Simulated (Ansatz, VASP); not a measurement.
## One calculation of Te, two programs

INCAR

```
SYSTEM = Te
PREC = Accurate ; ENCUT = 520
EDIFF = 1E-6 ; ISMEAR = 0
SIGMA = 0.15 ; LREAL = .False.
LASPH = .True. ; NELM = 80
ALGO = Normal ; ISIF = 2
LWAVE = .False. ; LCHARG = .False.
GGA = PS ; NBANDS = 9
```

The input KPOINTS:

```
Automatic mesh
0
Gamma
  15 15 15
  0 0 0
```

The input POSCAR:

```
Te
1.0
    2.2506127899      1.2993919001      1.7768179357
   -2.2506127899      1.2993919001      1.7768179357
    0.0000000000     -2.5987838001      1.7768179358
Te
1
Direct
    0.5000000000      0.5000000000      0.5000000000
```

Input for Ansatz:

```yaml
crystal:
  lattice:
    - [2.2506127899, 1.2993919001, 1.7768179357]
    - [-2.2506127899, 1.2993919001, 1.7768179357]
    - [0.0, -2.5987838001, 1.7768179358]
  atoms:
    - { symbol: Te, position: [0.5, 0.5, 0.5] }
basis:
  ecutwfc: 420
kpoints:
  mp_grid: { grid: [15, 15, 15] }
hamiltonian:
  xc: pbesol
  pseudopotentials: { kind: paw }
scf:
  occupations: { method: gaussian, width: 0.15 }
output:
  forces: true
  stress: true
  eigenvalues: true
```

Alike in both runs: task single point; functional PBEsol; k mesh 15 × 15 × 15; occupations gaussian, width 0.15 eV; no spin polarisation.

|  | VASP | Ansatz |
| --- | --- | --- |
| version | VASP 6.6.1 | Ansatz 0.2.0 |
| potentials or method | VASP PAW PBE potentials, release 64 (Te), cutoff 520 eV | scalar-relativistic, plane waves, PAW |
| valence electrons in the cell | 6 | 16 |

VASP gave:

```
gap on the k mesh at the Fermi level (eV) : none
pressure (GPa)                            : 0.1
```

Question: Estimate Ansatz's values.

Answer: gap on the k mesh at the Fermi level (eV): none; pressure (GPa): 0.0.

VASP's potentials were made for PBE, not for PBEsol. A gap of «none» marks a metal or a gap that the smearing closes. With one functional, cell and mesh, what is left measures potentials, basis and numerics. VASP's potentials hold 6 valence electrons a cell and Ansatz's 16, so a difference there can come from the potentials and not from the codes.

Neither program's run includes spin-orbit coupling.
